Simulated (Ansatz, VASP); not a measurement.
BeTe: VASP beside Ansatz

File INCAR:

```
SYSTEM = BeTe
ALGO = Normal ; EDIFF = 1E-6
ENCUT = 520 ; GGA = PS
GGA_COMPAT = .False. ; ISIF = 2
ISMEAR = 0 ; LASPH = .True.
LCHARG = .False. ; LORBIT = 11
LORBMOM = .True. ; LREAL = .False.
LSORBIT = .True. ; LWAVE = .False.
MAGMOM = 0 0 0 0 0 0 ; NBANDS = 20
NELM = 150 ; PREC = Accurate
SIGMA = 0.01
```

File KPOINTS:

```
k-points
0
Gamma
  8 8 8
  0 0 0
```

Contents of POSCAR:

```
BeTe
1.0
    2.7740587280      2.7740587280      0.0000000000
   -2.7740587280      2.7740587280      0.0000000000
    0.0000000000      2.7740587280      2.7740587280
Be Te
1 1
Direct
    0.0000000000      0.0000000000      0.0000000000
    0.7500000000      0.2500000000      0.5000000000
```

Input for Ansatz:

```yaml
crystal:
  lattice:
    - [2.77405872798, 2.77405872798, 0.0]
    - [-2.77405872798, 2.77405872798, 0.0]
    - [0.0, 2.77405872798, 2.77405872798]
  atoms:
    - { symbol: Be, position: [0.0, 0.0, 0.0] }
    - { symbol: Te, position: [0.75, 0.25, 0.5] }
kpoints:
  mp_grid: { grid: [8, 8, 8] }
scf:
  occupations: { method: fixed }
  convergence: { dr2_threshold: 1.0e-10 }
hamiltonian:
  xc: pbesol
  pseudopotentials: { kind: all_electron, lapw: { basis_error: 0.0005 } }
magnetization:
  noncollinear: true
  spin_orbit: true
output:
  forces: true
  stress: true
  eigenstates:
    kpoints:
      - [0.0, 0.0, 0.0]
      - [-0.5, 0.5, 0.0]
      - [-0.5, -0.5, -0.5]
      - [0.0, 0.0, -0.5]
      - [0.0, -0.5, -0.5]
      - [0.0, 0.5, 0.0]
      - [-0.5, 0.0, 0.0]
      - [-0.5, 0.0, -0.5]
  eigenvalues: true
```

Alike in both runs: task single point; functional PBEsol; k mesh 8 × 8 × 8; non-collinear spin, spin-orbit coupling.

|  | VASP | Ansatz |
| --- | --- | --- |
| version | VASP 6.6.1 | Ansatz 0.2.0 |
| potentials or method | VASP PAW PBE potentials, release 64 (Be, Te), cutoff 520 eV | all-electron LAPW |
| occupations | gaussian, width 0.01 eV | fixed |

|  | VASP | Ansatz | Ansatz less VASP |
| --- | --- | --- | --- |
| pressure (GPa) | 2.3 | 2.0 | -0.32 |
| net moment per atom (μB) | 0.00 | 0.00 | 0.000 |

VASP's potentials were made for PBE, not for PBEsol. Ansatz ran all-electron here, and VASP with PAW potentials.
